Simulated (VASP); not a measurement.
A run of VASP 6.6.1 is set up as follows.

Contents of INCAR:

```
  PREC = Accurate
  ENCUT = 520
  EDIFF = 1E-6
  ISMEAR = 0
  SIGMA = 0.1
  LREAL = False
  LASPH = True
  NELM = 100
  ALGO = Normal
  ISIF = 2
  LWAVE = False
  LCHARG = False
  GGA = PE
  NBANDS = 12
```

KPOINTS

```
regular mesh
0
Gamma
  12 12 4
```

Contents of POSCAR:

```
Be2H3
1.0
    2.4747254567      0.0000000000      0.0000000000
   -1.2373627283      2.1431751129      0.0000000000
    0.0000000000      0.0000000000      5.6852857600
Be H
2 3
Direct
    0.3333333333      0.6666666667      0.1925709086
    0.6666666667      0.3333333333      0.8074290914
    0.0000000000      0.0000000000      1.0000000000
    0.3333333333      0.6666666667      0.6818512139
    0.6666666667      0.3333333333      0.3181487861
```

Potentials or basis: VASP PAW PBE potentials, release 64 (Be, H).

Launch:

```console
$ cat potpaw_PBE.64/Be/POTCAR potpaw_PBE.64/H/POTCAR > POTCAR
$ mpirun -np 1 vasp_std > vasp.out
```

(1) Predict the band gap on the k mesh.

(2) Predict the pressure.

Answers

(1) zero (an odd number of electrons rules out a gap without spin polarisation).

(2) -0.1 GPa.
